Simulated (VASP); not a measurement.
# Ca (Fm-3m) in VASP: elastic constants with PBEsol

Aim: the elastic constants of Ca with PBEsol.

Program: VASP 6.6.1. These are calculated values, not measurements. Logs are shortened: lines on timing, memory, paths and dates and some standing lists are left out, and cuts for length are marked.

**1. The cell of the first run**

It takes space group Fm-3m (No. 225, cubic). Conventional cell: a = 5.459 Å, b = 5.459 Å, c = 5.459 Å, α = 90.00°, β = 90.00°, γ = 90.00°. Within 5.1 Å of Ca (site symmetry m-3m) lie 12 Ca at 3.86 Å.

**2. Elastic constants, PBEsol**

INCAR reads:

```
SYSTEM = Ca
ALGO = Normal
EDIFF = 1E-8
ENCUT = 500
GGA = PS
GGA_COMPAT = .FALSE.
IBRION = 6
ISIF = 3
ISMEAR = -1
LASPH = .TRUE.
LCHARG = .TRUE.
LREAL = .FALSE.
LWAVE = .FALSE.
NBANDS = 11
NELM = 120
NFREE = 2
NSW = 1
POTIM = 0.015
PREC = Accurate
SIGMA = 0.15
```

KPOINTS reads:

```
k-points
0
G
  14 14 14
  0 0 0
```

POSCAR reads:

```
Ca
1.0
    0.0000000000      2.7296275491      2.7296275491
    2.7296275491      0.0000000000      2.7296275491
    2.7296275491      2.7296275491      0.0000000000
Ca
1
Direct
    0.0000000000      0.0000000000      0.0000000000
```

Potentials or basis: VASP PAW PBE potentials, release 64 (Ca_sv).

Launch:

```console
$ cat potpaw_PBE.64/Ca_sv/POTCAR > POTCAR
$ mpirun -np 1 vasp_std > vasp.out
```

OUTCAR:

```text
SYSTEM = Ca
   EDIFF = 1E-8
   ENCUT = 500
   GGA = PS
   IBRION = 6
   ISIF = 3
   ISMEAR = -1
   LASPH = .TRUE.
   LREAL = .FALSE.
   NELM = 120
   NFREE = 2
   NSW = 1
   POTIM = 0.015
   PREC = Accurate

 ion  position               nearest neighbor table
   1  0.000  0.000  0.000-

  LATTYP: Found a face centered cubic cell.
 ALAT       =     5.4592550982

  Lattice vectors:

 A1 = (   0.0000000000,   2.7296275491,   2.7296275491)
 A2 = (   2.7296275491,   0.0000000000,   2.7296275491)
 A3 = (   2.7296275491,   2.7296275491,   0.0000000000)

Analysis of symmetry for initial positions (statically):
=====================================================================
 Subroutine PRICEL returns:
 Original cell was already a primitive cell.

 Routine SETGRP: Setting up the symmetry group for a
 face centered cubic supercell.

 Subroutine GETGRP returns: Found 48 space group operations
 (whereof 48 operations were pure point group operations)
 out of a pool of 48 trial point group operations.

The static configuration has the point symmetry O_h .

Analysis of symmetry for dynamics (positions and initial velocities):
=====================================================================
 Subroutine PRICEL returns:
 Original cell was already a primitive cell.

 Routine SETGRP: Setting up the symmetry group for a
 face centered cubic supercell.

 Subroutine GETGRP returns: Found 48 space group operations
 (whereof 48 operations were pure point group operations)
 out of a pool of 48 trial point group operations.

The dynamic configuration has the point symmetry O_h .

 Subroutine INISYM returns: Found 48 space group operations
 (whereof 48 operations are pure point group operations),
 and found     1 'primitive' translations

----------------------------------------------------------------------------------------

                                     Primitive cell

  volume of cell :      40.6762

  direct lattice vectors                    reciprocal lattice vectors
     0.000000000  2.729627549  2.729627549    -0.183175174  0.183175174  0.183175174
     2.729627549  0.000000000  2.729627549     0.183175174 -0.183175174  0.183175174
     2.729627549  2.729627549  0.000000000     0.183175174  0.183175174 -0.183175174

  length of vectors
     3.860276300  3.860276300  3.860276300     0.317268707  0.317268707  0.317268707

  position of ions in fractional coordinates (direct lattice)
     0.000000000  0.000000000  0.000000000

  ion indices of the primitive-cell ions
   primitive index   ion index
                 1           1

----------------------------------------------------------------------------------------

 KPOINTS: k-points

Automatic generation of k-mesh.
 Grid dimensions read from file:
 generate k-points for:   14   14   14

 Generating k-lattice:

  Cartesian coordinates                     Fractional coordinates (reciprocal lattice)
    -0.013083941  0.013083941  0.013083941     0.071428571  0.000000000  0.000000000
     0.013083941 -0.013083941  0.013083941     0.000000000  0.071428571  0.000000000
     0.013083941  0.013083941 -0.013083941     0.000000000  0.000000000  0.071428571

  Length of vectors
     0.022662051  0.022662051  0.022662051

[... 98 lines left out ...]
  ---------------------------------------------------
  ext. energy  EPLUGINS =         0.00000000
  ---------------------------------------------------
  free energy    TOTEN  =        -2.17946130 eV

  energy without entropy =       -2.09071886  energy(sigma->0) =       -2.13509008

------------------------ aborting loop because EDIFF is reached ----------------------------------------

  FORCE on cell =-STRESS in cart. coord.  units (eV):
  Direction    XX          YY          ZZ          XY          YZ          ZX
  --------------------------------------------------------------------------------------
  -------------------------------------------------------------------------------------
  Total        0.0021551      0.0021551      0.0021551     -0.0000000     -0.0000000      0.0000000
  in kB        0.0848867      0.0848867      0.0848867     -0.0000000     -0.0000000      0.0000000
  external PRESSURE =       0.0848867 kB  Pullay stress =       0.0000000 kB
[... 86 lines left out ...]
  FREE ENERGIE OF THE ION-ELECTRON SYSTEM (eV)
  ---------------------------------------------------
  free  energy   TOTEN  =        -2.1787736604 eV

  energy  without entropy=       -2.0903728447  energy(sigma->0) =       -2.13457325

[... ionic steps 4 to 12 ...]

--------------------------------------- Ionic step       13  -------------------------------------------

 number of electron       9.9999997 magnetization

------------------------ aborting loop because EDIFF is reached ----------------------------------------
[... 65 lines left out ...]
--------------------------------------- Ionic step       15  -------------------------------------------

 number of electron       9.9999998 magnetization

 Free energy of the ion-electron system (eV)
  ---------------------------------------------------
  ext. energy  EPLUGINS =         0.00000000
  ---------------------------------------------------
  free energy    TOTEN  =        -2.17946343 eV

  energy without entropy =       -2.09072096  energy(sigma->0) =       -2.13509219

 E-fermi :   2.0273     XC(G=0):  -7.9258

 val. band max:        2.0059785998   @ k =  -0.4286   0.1429   0.0000
 cond. band min:       2.0284660294   @ k =  -0.4286   0.2143   0.0714
 fundamental gap:      0.0224874296
 Fermi energy:         2.0272992009

 k-point     1 :       0.0000    0.0000    0.0000
  band No.  band energies     occupation
      1     -39.6990      2.00000
      2     -20.6872      2.00000
      3     -20.6872      2.00000
      4     -20.6872      2.00000
      5      -2.0623      2.00000
      6       4.4218      0.00000
      7       4.4218      0.00000
      8       4.4218      0.00000
      9       5.5521      0.00000
     10       5.5521      0.00000
     11      11.3242      0.00000
[... 309 lines left out ...]
 k-point    24 :       0.2857    0.1429    0.0000
  band No.  band energies     occupation
      1     -39.6891      2.00000
      2     -20.7678      2.00000
      3     -20.7094      2.00000
      4     -20.7076      2.00000
      5      -0.8117      2.00000
      6       3.4221      0.00018
      7       4.3906      0.00000
      8       4.7521      0.00000
      9       5.2075      0.00000
     10       5.8681      0.00000
     11      10.0155      0.00000

 [... further k-points ...]

------------------------ aborting loop because EDIFF is reached ----------------------------------------

  FORCE on cell =-STRESS in cart. coord.  units (eV):
  Direction    XX          YY          ZZ          XY          YZ          ZX
  --------------------------------------------------------------------------------------
  -------------------------------------------------------------------------------------
  Total        0.0022056      0.0022056      0.0022056      0.0000000      0.0000000     -0.0000000
  in kB        0.0868748      0.0868748      0.0868748      0.0000000      0.0000000     -0.0000000
  external PRESSURE =       0.0868748 kB  Pullay stress =       0.0000000 kB
[... 16 lines left out ...]
  FREE ENERGIE OF THE ION-ELECTRON SYSTEM (eV)
  ---------------------------------------------------
  free  energy   TOTEN  =        -2.1794634259 eV

  energy  without entropy=       -2.0907209562  energy(sigma->0) =       -2.13509219

 INTERNAL STRAIN TENSORS FROM STRAINED CELLS
 ============================================

 INTERNAL STRAIN TENSOR FOR ION    1 for displacements in x,y,z  (eV/Angst):
          X           Y           Z          XY          YZ          ZX
  --------------------------------------------------------------------------------
  x     0.00000     0.00000    -0.00000     0.00000     0.00000     0.00000
  y    -0.00000     0.00000     0.00000     0.00000     0.00000    -0.00000
  z     0.00000    -0.00000    -0.00000     0.00000     0.00000     0.00000

 INTERNAL STRAIN TENSORS FROM DISPLACED ATOMS
 ============================================

 INTERNAL STRAIN TENSOR FOR ION    1 for displacements in x,y,z  (eV/Angst):
          X           Y           Z          XY          YZ          ZX
  --------------------------------------------------------------------------------
  x     0.00000     0.00000     0.00000     0.00000     0.00000     0.00000
  y     0.00000     0.00000     0.00000     0.00000     0.00000     0.00000
  z     0.00000     0.00000     0.00000     0.00000     0.00000     0.00000

 Eigenvectors and eigenvalues of the dynamical matrix
 ----------------------------------------------------

   1 f  =    0.000000 THz     0.000000 2PiTHz    0.000000 cm-1     0.000000 meV
             X         Y         Z           dx          dy          dz
      0.000000  0.000000  0.000000    -0.474100   -0.880471    0.000000

   2 f  =    0.000000 THz     0.000000 2PiTHz    0.000000 cm-1     0.000000 meV
             X         Y         Z           dx          dy          dz
      0.000000  0.000000  0.000000     0.000000    0.000000    1.000000

   3 f  =    0.000000 THz     0.000000 2PiTHz    0.000000 cm-1     0.000000 meV
             X         Y         Z           dx          dy          dz
      0.000000  0.000000  0.000000     0.880471   -0.474100    0.000000

--------------------------------------------------------------------------------------------------------

 ELASTIC MODULI CONTR FROM IONIC RELAXATION (kBar)
 Direction    XX          YY          ZZ          XY          YZ          ZX
 --------------------------------------------------------------------------------
 XX           0.0000      0.0000      0.0000      0.0000      0.0000      0.0000
 YY           0.0000      0.0000      0.0000      0.0000      0.0000      0.0000
 ZZ           0.0000      0.0000      0.0000      0.0000      0.0000      0.0000
 XY           0.0000      0.0000      0.0000      0.0000      0.0000      0.0000
 YZ           0.0000      0.0000      0.0000      0.0000      0.0000      0.0000
 ZX           0.0000      0.0000      0.0000      0.0000      0.0000      0.0000
 --------------------------------------------------------------------------------

 TOTAL ELASTIC MODULI (kBar)
 Direction    XX          YY          ZZ          XY          YZ          ZX
 --------------------------------------------------------------------------------
 XX         228.1144    158.4410    158.4410     -0.0000      0.0000     -0.0000
 YY         158.4410    228.1144    158.4410      0.0000     -0.0000     -0.0000
 ZZ         158.4410    158.4410    228.1144     -0.0000      0.0000     -0.0000
 XY          -0.0000      0.0000     -0.0000    170.6312      0.0000     -0.0000
 YZ           0.0000     -0.0000      0.0000      0.0000    170.6312      0.0000
 ZX          -0.0000     -0.0000     -0.0000     -0.0000      0.0000    170.6312
 --------------------------------------------------------------------------------
```

Wall time 40 min (1 thread of Oxide Virtual Turin-like, shared host); peak memory 0.56 GiB.

Results:

```
Elastic constants C11, C12, C44 : 23, 16, 17 GPa
Voigt bulk modulus              : 18 GPa
```

Elastic tensor in Voigt notation (GPa, in the Cartesian axes of the cell as first typed):
```
23 16 16  0  0  0
16 23 16  0  0  0
16 16 23  0  0  0
 0  0  0 17  0  0
 0  0  0  0 17  0
 0  0  0  0  0 17
```

Clamped-ion elastic tensor (GPa):
```
23 16 16  0  0  0
16 23 16  0  0  0
16 16 23  0  0  0
 0  0  0 17  0  0
 0  0  0  0 17  0
 0  0  0  0  0 17
```

Caveat: the PAW data sets were made with another functional, which shifts forces and pressure a little.
